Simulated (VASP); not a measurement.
Runs of VASP 6.6.1 on BaTiO3. The structure is that of space group P4mm (No. 99), or close to it. The cells are those of the table. 

```tsv
cell	gap on the mesh (eV)	pressure (GPa)	largest force (eV/Å)
a = 3.972, b = 3.972, c = 4.113 Å, 5 atoms	1.81	(b)	(d)
a = 4.131, b = 4.131, c = 4.278 Å, 5 atoms	1.68	-8.0	0.31
a = 4.091, b = 4.091, c = 4.236 Å, 5 atoms	1.71	(c)	0.28
a = 4.051, b = 4.051, c = 4.195 Å, 5 atoms	(a)	-2.6	0.26
a = 3.932, b = 3.932, c = 4.072 Å, 5 atoms	1.84	9.7	0.17
```

Alike in all rows: task single point; level PBE; potentials or basis VASP PAW PBE potentials, release 64 (Ba_sv, Ti_sv, O); no spin polarisation; k mesh 6 × 6 × 6; cutoff (eV) 520; smearing fermi-dirac 0.02 eV.

Task: Fill in the values left out.

Result: (a) 1.74; (b) 4.9; (c) -5.6; (d) 0.20.

Caveats: spin-orbit coupling is left out, which moves the levels of the heavy elements.

A k mesh can miss the band edges, and the runs leave out spin-orbit coupling on Ba.
